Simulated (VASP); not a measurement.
# In (C2/m) in VASP: notebook

Runs on In. Level: PBE. Tasks: single point.

All numbers are computed with VASP 6.6.1; they aren't measurements. Logs are shortened: lines on timing, memory, paths and dates and some standing lists are left out, and cuts for length are marked.

## Step 1: The cell of the first run

The structure is monoclinic, space group C2/m (No. 12). Conventional cell: a = 4.608 Å, b = 4.731 Å, c = 3.371 Å, α = 90.00°, β = 131.51°, γ = 90.00°. Within 4.3 Å of In (site symmetry 2/m) lie 12 In at 3.30 to 3.47 Å.

## Step 2: Single point, PBE

The input, INCAR:

```
ALGO = Normal
EDIFF = 1E-6
ENCUT = 520
GGA = PE
ISIF = 2
ISMEAR = -1
LASPH = T
LCHARG = T
LELF = T
LREAL = F
LVHAR = T
LWAVE = F
NBANDS = 12
NELM = 60
PREC = Accurate
SIGMA = 0.2
```

The input, KPOINTS:

```
k-points
0
Gamma
  11 11 14
```

The input, POSCAR:

```
In
1.0
   -1.6482197047      1.6973406184      2.5249789927
    1.6973406184     -1.6482197047      2.5249789927
    1.6043570008      1.6043570008     -2.4927016059
In
1
Direct
    0.0000000000      0.0000000000      0.0000000000
```

Potentials or basis: VASP PAW PBE potentials, release 64 (In_d).

Command:

```bash
$ cat potpaw_PBE.64/In_d/POTCAR > POTCAR
$ mpirun -np 1 vasp_std > vasp.out
```

OUTCAR:

```text
EDIFF = 1E-6
   ENCUT = 520
   GGA = PE
   ISIF = 2
   ISMEAR = -1
   LASPH = T
   LREAL = F
   NELM = 60
   PREC = Accurate

 ion  position               nearest neighbor table
   1  0.000  0.000  0.000-

  Warning from LATTYP: Got some problem with cell dimensions!
  Tried to take original basis but could not verify dimensions!
  LATTYP: Found a base centered monoclinic cell.
 ALAT       =     4.6077265532
 B/A-ratio  =     1.0268267285
 C/A-ratio  =     0.7315277982
 COS(beta)  =    -0.6627023839

  Lattice vectors:

 A1 = (   0.0438627039,  -3.3016976192,  -0.0322773868)
 A2 = (  -3.3016976192,   0.0438627039,  -0.0322773868)
 A3 = (   1.6043570008,   1.6043570008,  -2.4927016059)

Analysis of symmetry for initial positions (statically):
=====================================================================
 Subroutine PRICEL returns:
 Original cell was already a primitive cell.

 Routine SETGRP: Setting up the symmetry group for a
 base centered monoclinic supercell.

 Subroutine GETGRP returns: Found  4 space group operations
 (whereof  4 operations were pure point group operations)
 out of a pool of  4 trial point group operations.

The static configuration has the point symmetry C_2h.

Analysis of symmetry for dynamics (positions and initial velocities):
=====================================================================
 Subroutine PRICEL returns:
 Original cell was already a primitive cell.

 Routine SETGRP: Setting up the symmetry group for a
 base centered monoclinic supercell.

 Subroutine GETGRP returns: Found  4 space group operations
 (whereof  4 operations were pure point group operations)
 out of a pool of  4 trial point group operations.

The dynamic configuration has the point symmetry C_2h.

 Subroutine INISYM returns: Found  4 space group operations
 (whereof  4 operations are pure point group operations),
 and found     1 'primitive' translations

----------------------------------------------------------------------------------------

                                     Primitive cell

  volume of cell :      27.5152

  direct lattice vectors                    reciprocal lattice vectors
    -1.648219705  1.697340618  2.524978993     0.002091654  0.300995246  0.195073325
     1.697340618 -1.648219705  2.524978993     0.300995246  0.002091654  0.195073325
     1.604357001  1.604357001 -2.492701606     0.307011499  0.307011499 -0.005972598

  length of vectors
     3.460218531  3.460218531  3.370680060     0.358686654  0.358686654  0.434220903

  position of ions in fractional coordinates (direct lattice)
     0.000000000  0.000000000  0.000000000

  ion indices of the primitive-cell ions
   primitive index   ion index
                 1           1

----------------------------------------------------------------------------------------

 KPOINTS: k-points

Automatic generation of k-mesh.
 Grid dimensions read from file:
 generate k-points for:   11   11   14

 Generating k-lattice:

  Cartesian coordinates                     Fractional coordinates (reciprocal lattice)
     0.000190150  0.027363204  0.017733939     0.090909091  0.000000000 -0.000000000
     0.027363204  0.000190150  0.017733939     0.000000000  0.090909091 -0.000000000
     0.021929393  0.021929393 -0.000426614     0.000000000  0.000000000  0.071428571

  Length of vectors
     0.032607878  0.032607878  0.031015779

  Shift w.r.t. Gamma in fractional coordinates (k-lattice)
     0.000000000  0.000000000  0.000000000

 Subroutine IBZKPT returns following result:
 ===========================================

 Found    468 irreducible k-points:

 Following reciprocal coordinates:
            Coordinates               Weight
  0.000000  0.000000  0.000000      1.000000
  0.090909  0.000000 -0.000000      4.000000
  0.181818  0.000000 -0.000000      4.000000
  0.272727 -0.000000 -0.000000      4.000000
  0.363636  0.000000 -0.000000      4.000000
  0.454545  0.000000 -0.000000      4.000000
[... 16 lines left out ...]
 -0.272727  0.181818 -0.000000      4.000000
 -0.181818  0.181818  0.000000      2.000000
 [... further k-points ...]
   k-points           NKPTS =    468   k-points in BZ     NKDIM =    468   number of bands    NBANDS=     12
   number of dos      NEDOS =    301   number of ions     NIONS =      1
   total plane-waves  NPLWV =  21952
   dimension x,y,z NGX =    28 NGY =   28 NGZ =   28
   dimension x,y,z NGXF=    56 NGYF=   56 NGZF=   56
   ions per type =               1
   NGX,Y,Z   is equivalent  to a cutoff of  13.45, 13.45, 13.81 a.u.
   NGXF,Y,Z  is equivalent  to a cutoff of  26.91, 26.91, 27.62 a.u.
 SYSTEM =  unknown system
   PREC   = accura    normal or accurate (medium, high low for compatibility)
   ISTART =      0    job   : 0-new  1-cont  2-samecut
   ICHARG =      2    charge: 1-file 2-atom 10-const
   ISPIN  =      1    spin polarized calculation?
   LNONCOLLINEAR =      F non collinear calculations
   LSORBIT =      F    spin-orbit coupling
   LASPH  =      T    aspherical Exc in radial PAW
   ENCUT  =  520.0 eV  38.22 Ry    6.18 a.u.   6.43  6.43  6.27*2*pi/ulx,y,z
   NELM   =     60;   NELMIN=  2; NELMDL= -5     # of ELM steps
   EDIFF  = 0.1E-05   stopping-criterion for ELM
   LREAL  =      F    real-space projection
   EDIFFG = 0.1E-04   stopping-criterion for IOM
   NSW    =      0    number of steps for IOM
   IBRION =     -1    ionic relax: 0-MD 1-quasi-New 2-CG
   NFREE  =      0    steps in history (QN), initial steepest desc. (CG)
   ISIF   =      2    stress and relaxation
   ISYM   =      2    0-nonsym 1-usesym 2-fastsym
   POTIM  = 0.5000    time-step for ionic-motion
   TEBEG  =    0.0;   TEEND  =   0.0 temperature during run
   PSTRESS=    0.0 pullay stress
   NELECT =      13.0000    total number of electrons
   NUPDOWN=      -1.0000    fix difference up-down
   EMIN   =  10.00;   EMAX   =-10.00  energy-range for DOS
   EFERMI =   0.00;   METHOD = LEGACY
   ISMEAR =    -1;   SIGMA  =   0.20  broadening in eV -4-tet -1-fermi 0-gaus
   EFERMI_NEDOS =   21; number of points for ismear=-14 and -15
   IALGO  =     38    algorithm
   IMIX   =      4    mixing-type and parameters
     AMIX     =   0.40;   BMIX     =  1.00
     AMIX_MAG =   1.60;   BMIX_MAG =  1.00
  volume/ion in A,a.u.               =      27.52       185.68
  Fermi-wavevector in a.u.,A,eV,Ry     =   1.275064  2.409521 22.120188  1.625788
  Thomas-Fermi vector in A             =   2.407797
   LORBIT       =      0    0 simple, 1 ext, 2 COOP (PROOUT), +10 PAW based schemes
   GGA     = PE    functional components
   LHFCALC =     F    Hartree Fock is set to
   AEXX    =    0.0000 exact exchange contribution
   IVDW    =     0    specifies the selected vdW correction
   LEPSILON=     F    determine dielectric tensor
   LRPA    =     F    only Hartree local field effects (RPA)
 non-spin polarized calculation
  energy-cutoff  :      520.00
  volume of cell :       27.52
 maximum number of plane-waves:       753
 NGX is ok and might be reduce to    28
   NGX = 13   NGY = 13   NGZ = 13

 number of electron      12.9999999 magnetization

 Free energy of the ion-electron system (eV)
  ---------------------------------------------------
  ext. energy  EPLUGINS =         0.00000000
  ---------------------------------------------------
  free energy    TOTEN  =        -2.59102198 eV

  energy without entropy =       -2.52725162  energy(sigma->0) =       -2.55913680

 E-fermi :   6.9604     XC(G=0): -10.0153

 val. band max:        6.9500477690   @ k =   0.3636   0.3636  -0.0000
 cond. band min:       6.9604379015   @ k =  -0.2727   0.3636   0.1429
 fundamental gap:      0.0103901325
 Fermi energy:         6.9603976826

 k-point     1 :       0.0000    0.0000    0.0000
  band No.  band energies     occupation
      1      -7.6920      2.00000
      2      -7.6086      2.00000
      3      -7.5748      2.00000
      4      -7.5261      2.00000
      5      -7.4283      2.00000
      6      -2.2410      2.00000
      7      16.7613      0.00000
      8      17.0147      0.00000
      9      17.4796      0.00000
     10      18.5316      0.00000
     11      20.2277      0.00000
     12      20.5665      0.00000

 k-point     2 :       0.0909    0.0000   -0.0000
  band No.  band energies     occupation
      1      -7.6811      2.00000
      2      -7.6074      2.00000
      3      -7.5685      2.00000
      4      -7.5209      2.00000
      5      -7.4323      2.00000
      6      -2.0698      2.00000
      7      14.9039      0.00000
      8      16.6922      0.00000
      9      17.1092      0.00000
     10      18.3400      0.00000
     11      20.7662      0.00000
     12      21.0703      0.00000

 k-point     3 :       0.1818    0.0000   -0.0000
  band No.  band energies     occupation
      1      -7.6623      2.00000
      2      -7.6139      2.00000
      3      -7.5536      2.00000
      4      -7.4929      2.00000
      5      -7.4362      2.00000
      6      -1.5515      2.00000
      7      11.9431      0.00000
      8      16.0925      0.00000
      9      16.5274      0.00000
     10      18.2478      0.00000
     11      19.8902      0.00000
     12      21.9912      0.00000
[... 286 lines left out ...]
 k-point    23 :      -0.2727    0.1818   -0.0000
  band No.  band energies     occupation
      1      -7.6847      2.00000
      2      -7.5705      2.00000
      3      -7.5118      2.00000
      4      -7.4945      2.00000
      5      -7.4165      2.00000
      6      -0.6258      2.00000
      7      11.2565      0.00000
      8      13.6899      0.00000
      9      14.3694      0.00000
     10      16.3753      0.00000
     11      17.0019      0.00000
     12      22.4774      0.00000

 k-point    24 :      -0.1818    0.1818    0.0000
  band No.  band energies     occupation
      1      -7.6649      2.00000
      2      -7.5729      2.00000
      3      -7.5353      2.00000
      4      -7.5117      2.00000
      5      -7.4445      2.00000
      6      -1.2842      2.00000
      7      13.6901      0.00000
      8      14.4592      0.00000
      9      14.5793      0.00000
     10      16.2981      0.00000
     11      17.9148      0.00000
     12      22.8515      0.00000

 [... further k-points ...]

------------------------ aborting loop because EDIFF is reached ----------------------------------------

  FORCE on cell =-STRESS in cart. coord.  units (eV):
  Direction    XX          YY          ZZ          XY          YZ          ZX
  --------------------------------------------------------------------------------------
  -------------------------------------------------------------------------------------
  Total        0.0335795      0.0335795     -0.0063665     -0.0041194     -0.0305738     -0.0305738
  in kB        1.9552967      1.9552967     -0.3707145     -0.2398663     -1.7802784     -1.7802770
  external PRESSURE =       1.1799597 kB  Pullay stress =       0.0000000 kB

 VOLUME and BASIS-vectors are now :
 -----------------------------------------------------------------------------
  energy-cutoff  :      520.00
  volume of cell :       27.52
      direct lattice vectors                 reciprocal lattice vectors
    -1.648219705  1.697340618  2.524978993     0.002091654  0.300995246  0.195073325
     1.697340618 -1.648219705  2.524978993     0.300995246  0.002091654  0.195073325
     1.604357001  1.604357001 -2.492701606     0.307011499  0.307011499 -0.005972598

 POSITION                                       TOTAL-FORCE (eV/Angst)
 -----------------------------------------------------------------------------------
      0.00000      0.00000      0.00000         0.000000      0.000000      0.000000
 -----------------------------------------------------------------------------------
    total drift:                               -0.000000     -0.000000     -0.000000

  FREE ENERGIE OF THE ION-ELECTRON SYSTEM (eV)
  ---------------------------------------------------
  free  energy   TOTEN  =        -2.5910219813 eV

  energy  without entropy=       -2.5272516222  energy(sigma->0) =       -2.55913680
```

Wall time 3.5 min (1 thread of Intel Xeon 8259CL, shared host); peak memory 0.28 GiB.

Results:

| Item | Value |
| --- | --- |
| Free energy | -2.5910 eV |
| Pressure | 0.1 GPa |
| Band gap on the k mesh | zero (an odd number of electrons rules out a gap without spin polarisation) |

Stress tensor (GPa, compression positive):
```
 0.20 -0.02 -0.18
-0.02  0.20 -0.18
-0.18 -0.18 -0.04
```

Levels at points of the mesh, in eV from the Fermi level:
| k point | band 4 | band 5 | band 6 | band 7 | band 8 | band 9 |
| --- | --- | --- | --- | --- | --- | --- |
| (0.00, 0.00, 0.00) | -14.49 | -14.39 | -9.20 | 9.80 | 10.05 | 10.52 |
| (0.00, 0.00, 0.50) | -14.29 | -14.22 | -1.64 | -1.52 | 3.25 | 3.65 |

Caveat: spin-orbit coupling is left out, which moves the levels of the heavy elements.

## Step 3: Single point, PBE

The input, INCAR:

```
SYSTEM = In
ALGO     = Normal         ! electronic algorithm
EDIFF    = 1E-6           ! SCF threshold, eV
ENCUT    = 520            ! plane-wave cutoff, eV
GGA      = PE             ! functional
ISIF     = 2              ! what is computed and relaxed
ISMEAR   = -1             ! smearing method
LASPH    = .TRUE.         ! aspherical terms in the spheres
LCHARG   = .FALSE.        ! write CHGCAR
LREAL    = .FALSE.        ! projectors in reciprocal space
LWAVE    = .FALSE.        ! write WAVECAR
NBANDS   = 12             ! bands
NELM     = 60             ! most SCF steps
PREC     = Accurate       ! precision mode
SIGMA    = 0.3            ! smearing width, eV
```

The input, KPOINTS:

```
k-points
0
G
  11 11 14
  0 0 0
```

POSCAR is that of step 2.

Potentials or basis: VASP PAW PBE potentials, release 64 (In_d).

Command:

```bash
$ cat potpaw_PBE.64/In_d/POTCAR > POTCAR
$ mpirun -np 1 vasp_std > vasp.out
```

It took 3.3 min on 1 thread of Intel Xeon 8259CL, shared host; peak memory 0.27 GiB.

The run converged. Its results:

| Quantity | Value |
| --- | --- |
| Free energy | -2.6310 eV |
| Pressure | 0.3 GPa |
| Band gap on the k mesh | zero (an odd number of electrons rules out a gap without spin polarisation) |

Stress tensor (GPa, compression positive):
```
 0.40  0.02 -0.16
 0.02  0.40 -0.16
-0.16 -0.16  0.19
```

Levels at points of the mesh, in eV from the Fermi level:
```tsv
k point	band 2	band 3	band 4	band 5	band 6	band 7	band 8	band 9	band 10	band 11
(0.00, 0.00, 0.00)	-14.57	-14.53	-14.49	-14.39	-9.20	9.80	10.05	10.52	11.57	13.27
(0.00, 0.00, 0.50)	-14.69	-14.32	-14.29	-14.22	-1.64	-1.52	3.25	3.64	6.55	7.00
```

Caveat: so wide a smearing shifts energies and pressures; spin-orbit coupling is left out, which moves the levels of the heavy elements.
